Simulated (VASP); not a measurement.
# Ge (P6_3/mmc) in VASP: notebook, part 2 of 2

VASP 6.6.1.

## 4. Single point, r2SCAN (equal strain along all axes, cell held: -3.0 %, then relaxed in part)

Contents of POSCAR:

```
Ge
1.0
    3.8757792404      0.0000000000      0.0000000000
   -1.9378896202      3.3565232816      0.0000000000
    0.0000000000      0.0000000000      6.4046296311
Ge
4
Direct
    0.6666666667      0.3333333333      0.0631988676
    0.3333333333      0.6666666667      0.5631988676
    0.6666666667      0.3333333333      0.4368011324
    0.3333333333      0.6666666667      0.9368011324
```

Contents of INCAR.step1:

```
SYSTEM = Ge
PREC = Accurate
ENCUT = 520
ISMEAR = 0
SIGMA = 0.01
LREAL = .False.
LASPH = .True.
NELM = 80
NBANDS = 36
GGA = PE
ALGO = Normal
EDIFF = 1E-4
LWAVE = .True.
LCHARG = .False.
```

Contents of INCAR.step2:

```
SYSTEM = Ge
PREC = Accurate
ENCUT = 520
EDIFF = 1E-6
ISMEAR = 0
SIGMA = 0.01
LREAL = .False.
LASPH = .True.
NELM = 80
ALGO = Normal
ISIF = 2
LWAVE = .False.
LCHARG = .False.
METAGGA = R2SCAN
LMIXTAU = .True.
NBANDS = 36
ISTART = 1
```

Contents of KPOINTS:

```
regular mesh
0
Gamma
  12 12 6
  0 0 0
```

Potentials or basis: VASP PAW PBE potentials, release 64 (Ge_d).

Started as:

```sh
> cat potpaw_PBE.64/Ge_d/POTCAR > POTCAR
> cp INCAR.step1 INCAR
> mpirun -np 1 vasp_std > vasp.out
> cp INCAR.step2 INCAR
> mpirun -np 1 vasp_std > vasp.out
```

OUTCAR:

```text
SYSTEM = Ge
   PREC = Accurate
   ENCUT = 520
   EDIFF = 1E-6
   ISMEAR = 0
   LREAL = .False.
   LASPH = .True.
   NELM = 80
   ISIF = 2
   METAGGA = R2SCAN
   ISTART = 1

 ion  position               nearest neighbor table
   1  0.667  0.333  0.063-   4 2.38   4 2.38   4 2.38   3 2.39
   2  0.333  0.667  0.563-   3 2.38   3 2.38   3 2.38   4 2.39
   3  0.667  0.333  0.437-   2 2.38   2 2.38   2 2.38   1 2.39
   4  0.333  0.667  0.937-   1 2.38   1 2.38   1 2.38   2 2.39

  LATTYP: Found a hexagonal cell.
 ALAT       =     3.8757792404
 C/A-ratio  =     1.6524753434

  Lattice vectors:

 A1 = (   3.8757792404,   0.0000000000,   0.0000000000)
 A2 = (  -1.9378896202,   3.3565232816,   0.0000000000)
 A3 = (   0.0000000000,   0.0000000000,   6.4046296311)

Analysis of symmetry for initial positions (statically):
=====================================================================
 Subroutine PRICEL returns:
 Original cell was already a primitive cell.

 Routine SETGRP: Setting up the symmetry group for a
 hexagonal supercell.

 Subroutine GETGRP returns: Found 24 space group operations
 (whereof 12 operations were pure point group operations)
 out of a pool of 24 trial point group operations.

The static configuration has the point symmetry D_3d.
 The point group associated with its full space group is D_6h.

Analysis of symmetry for dynamics (positions and initial velocities):
=====================================================================
 Subroutine PRICEL returns:
 Original cell was already a primitive cell.

 Routine SETGRP: Setting up the symmetry group for a
 hexagonal supercell.

 Subroutine GETGRP returns: Found 24 space group operations
 (whereof 12 operations were pure point group operations)
 out of a pool of 24 trial point group operations.

The dynamic configuration has the point symmetry D_3d.
 The point group associated with its full space group is D_6h.

 Subroutine INISYM returns: Found 24 space group operations
 (whereof 12 operations are pure point group operations),
[... 120 lines left out ...]
     AMIX_MAG =   1.60;   BMIX_MAG =  1.00
  volume/ion in A,a.u.               =      20.83       140.57
  Fermi-wavevector in a.u.,A,eV,Ry     =   1.434025  2.709914 27.979382  2.056427
  Thomas-Fermi vector in A             =   2.553478
   LORBIT       =      0    0 simple, 1 ext, 2 COOP (PROOUT), +10 PAW based schemes
   METAGGA = R2SCAN    functional components
   LHFCALC =     F    Hartree Fock is set to
   AEXX    =    0.0000 exact exchange contribution
   IVDW    =     0    specifies the selected vdW correction
   LEPSILON=     F    determine dielectric tensor
   LRPA    =     F    only Hartree local field effects (RPA)
 non-spin polarized calculation
 Gauss-broadening in eV      SIGMA  =   0.01
  energy-cutoff  :      520.00
  volume of cell :       83.32
 maximum number of plane-waves:      2265
 NGX is ok and might be reduce to    30
   NGX = 15   NGY = 15   NGZ = 23

 number of electron      55.9999944 magnetization

 Free energy of the ion-electron system (eV)
  ---------------------------------------------------
  ext. energy  EPLUGINS =         0.00000000
  ---------------------------------------------------
  free energy    TOTEN  =       -55.22754006 eV

  energy without entropy =      -55.22754006  energy(sigma->0) =      -55.22754006

 E-fermi :   6.0371     XC(G=0): -11.2580

 val. band max:        5.8799534779   @ k =   0.0000   0.0000   0.0000
 cond. band min:       6.2027397735   @ k =   0.0000   0.0000   0.0000
 fundamental gap:      0.3227862956
 Fermi energy:         6.0371461128

 k-point     1 :       0.0000    0.0000    0.0000
  band No.  band energies     occupation
      1     -20.0266      2.00000
      2     -20.0266      2.00000
      3     -19.9769      2.00000
      4     -19.9746      2.00000
      5     -19.9746      2.00000
      6     -19.9633      2.00000
[... 925 lines left out ...]
     35      13.7081      0.00000
     36      14.3318      0.00000

 [... further k-points ...]

------------------------ aborting loop because EDIFF is reached ----------------------------------------

  FORCE on cell =-STRESS in cart. coord.  units (eV):
  Direction    XX          YY          ZZ          XY          YZ          ZX
  --------------------------------------------------------------------------------------
  -------------------------------------------------------------------------------------
  Total        4.2134250      4.2134250      4.3503324      0.0000000      0.0000000      0.0000000
  in kB       81.0220328     81.0220328     83.6546929      0.0000000      0.0000000      0.0000000
  external PRESSURE =      81.8995862 kB  Pullay stress =       0.0000000 kB

 VOLUME and BASIS-vectors are now :
 -----------------------------------------------------------------------------
  energy-cutoff  :      520.00
  volume of cell :       83.32
      direct lattice vectors                 reciprocal lattice vectors
     3.875779240  0.000000000  0.000000000     0.258012631  0.148963662  0.000000000
    -1.937889620  3.356523282  0.000000000     0.000000000  0.297927324  0.000000000
     0.000000000  0.000000000  6.404629631     0.000000000  0.000000000  0.156137054

 POSITION                                       TOTAL-FORCE (eV/Angst)
 -----------------------------------------------------------------------------------
      1.93789      1.11884      0.40477         0.000000     -0.000000      0.011682
     -0.00000      2.23768      3.60708        -0.000000      0.000000      0.011682
      1.93789      1.11884      2.79755         0.000000     -0.000000     -0.011682
     -0.00000      2.23768      5.99986        -0.000000      0.000000     -0.011682
 -----------------------------------------------------------------------------------
    total drift:                               -0.000000      0.000000      0.000000

  FREE ENERGIE OF THE ION-ELECTRON SYSTEM (eV)
  ---------------------------------------------------
  free  energy   TOTEN  =       -55.2275400559 eV

  energy  without entropy=      -55.2275400559  energy(sigma->0) =      -55.22754006
```

OUTCAR.step1:

```text
SYSTEM = Ge
   PREC = Accurate
   ENCUT = 520
   ISMEAR = 0
   LREAL = .False.
   LASPH = .True.
   NELM = 80
[... 1167 lines left out ...]
     -0.00000      2.23768      3.60708         0.000000     -0.000000      0.006280
      1.93789      1.11884      2.79755        -0.000000      0.000000     -0.006280
     -0.00000      2.23768      5.99986         0.000000     -0.000000     -0.006280
 -----------------------------------------------------------------------------------
    total drift:                               -0.000000      0.000000      0.000000

  FREE ENERGIE OF THE ION-ELECTRON SYSTEM (eV)
  ---------------------------------------------------
  free  energy   TOTEN  =       -17.6336739847 eV

  energy  without entropy=      -17.6336736841  energy(sigma->0) =      -17.63367383
```

OSZICAR.step1:

```text
N       E                     dE             d eps       ncg     rms          rms(c)
DAV:   1     0.489692355387E+03    0.48969E+03   -0.28069E+04  6400   0.441E+03
DAV:   2     0.666504456370E+02   -0.42304E+03   -0.41229E+03  5472   0.799E+02
DAV:   3    -0.134326495624E+02   -0.80083E+02   -0.78957E+02  5904   0.207E+02
DAV:   4    -0.177855785481E+02   -0.43529E+01   -0.43375E+01  6404   0.565E+01
DAV:   5    -0.178705359971E+02   -0.84957E-01   -0.84933E-01  6156   0.871E+00    0.509E+00
DAV:   6    -0.177119127503E+02    0.15862E+00   -0.74190E-02  6060   0.185E+00    0.300E+00
DAV:   7    -0.176293688985E+02    0.82544E-01   -0.13311E-01  6052   0.231E+00    0.206E-01
DAV:   8    -0.176329284375E+02   -0.35595E-02   -0.13014E-02  6080   0.894E-01    0.875E-02
DAV:   9    -0.176336558945E+02   -0.72746E-03   -0.82894E-04  4764   0.130E-01    0.215E-02
DAV:  10    -0.176336739847E+02   -0.18090E-04   -0.42990E-05  4488   0.711E-02
   1 F= -.17633674E+02 E0= -.17633674E+02  d E =-.300580E-06
```

Wall time 14 min (1 thread of Oxide Virtual Turin-like, shared host); peak memory 0.28 GiB.

What came out:

```
Free energy            : -55.2275 eV
Pressure               : 8.2 GPa
Largest force          : 0.012 eV/Å
Band gap on the k mesh : 0.32 eV
```

Forces in eV/Å, atoms in the order of the input:
```
Ge   0.000  0.000  0.012
Ge   0.000  0.000  0.012
Ge   0.000  0.000 -0.012
Ge   0.000  0.000 -0.012
```

Caveat: the cell differs from its parent crystal (equal strain along all axes, cell held: -3.0 %, then relaxed in part); the cell stands under pressure; semilocal functionals underestimate gaps, and a narrow one can read as zero; the PAW data sets were made with another functional, which shifts forces and pressure a little. A k mesh can miss the band edges.

## 5. Summary

```csv
cell,gap on the mesh (eV),pressure (GPa),largest force (eV/Å)
"a = 3.936, b = 3.936, c = 6.504 Å, angles 90.0, 90.0, 120.0°, 4 atoms, atomic positions A",0.20,3.6,0.01
"a = 3.816, b = 3.816, c = 6.306 Å, angles 90.0, 90.0, 120.0°, 4 atoms, atomic positions B",0.40,13.7,0.01
"a = 3.876, b = 3.876, c = 6.405 Å, angles 90.0, 90.0, 120.0°, 4 atoms, atomic positions C",0.32,8.2,0.01
```

Alike in all rows: task single point; level r2SCAN; potentials or basis VASP PAW PBE potentials, release 64 (Ge_d); no spin polarisation; k mesh 12 × 12 × 6; cutoff (eV) 520; smearing gaussian 0.01 eV.

Caveats: the cell stands under pressure; semilocal functionals underestimate gaps, and a narrow one can read as zero; the PAW data sets were made with another functional, which shifts forces and pressure a little.

Absolute energies hang on the potentials; compare differences alone.
